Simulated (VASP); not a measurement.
Wanted: the native input for a VASP 6.6.1 run.

| Property | Result |
| --- | --- |
| Task | single point |
| Functional | PBE |
| Potentials or basis | VASP PAW PBE potentials, release 64 (Ge_d) |
| Cutoff | 520 eV |
| k mesh | 8 × 8 × 8 |
| Occupations | fermi-dirac, width 0.02 eV |
| Spin | no spin polarisation |
| Dipole correction | no |
| Further INCAR settings | ALGO = Normal; EDIFF = 1e-06; NBANDS = 21 |

The structure of Ge lies in POSCAR:

```
Ge
1.0
   -0.1026928930      2.8476555596      2.8476555596
    2.8476555596     -0.1026928930      2.8476555596
    2.8476555596      2.8476555596     -0.1026928930
Ge
2
Direct
   -0.0023425977     -0.0023425977     -0.0023425977
    0.2523425977      0.2523425977      0.2523425977
```

This cell differs from its parent crystal: epitaxial 111 strain +4.0%.

These files were run (other wordings do the same):

INCAR

```
PREC     = Accurate       # precision mode
ENCUT    = 520            # plane-wave cutoff, eV
EDIFF    = 1E-6           # SCF threshold, eV
ISMEAR   = -1             # smearing method
SIGMA    = 0.02           # smearing width, eV
LREAL    = F              # projectors in reciprocal space
LASPH    = T              # aspherical terms in the spheres
NELM     = 60             # most SCF steps
ALGO     = Normal         # electronic algorithm
ISIF     = 2              # what is computed and relaxed
LWAVE    = F              # write WAVECAR
LCHARG   = T              # write CHGCAR
GGA      = PE             # functional
LELF     = T              # ELF
LVHAR    = T            
NBANDS   = 21             # bands
```

KPOINTS

```
Automatic mesh
0
Gamma
  8 8 8
```

Potentials or basis: VASP PAW PBE potentials, release 64 (Ge_d).

Launch:

```sh
$ cat potpaw_PBE.64/Ge_d/POTCAR > POTCAR
$ mpirun -np 1 vasp_std > vasp.out
```

It gave:

```json
{"Pressure": "-0.9 GPa", "Largest force": "0.058 eV/Å", "Band gap on the k mesh": "zero (band 14 reaches 4.20 eV, above the bottom of band 15 at 3.79 eV)"}
```

Caveat: the cell differs from its parent crystal (epitaxial 111 strain +4.0%).

Run time: 24 s on 1 thread of Intel(R) Xeon(R) 6975P-C (Granite Rapids) (shared host), peak memory 0.19 GiB.
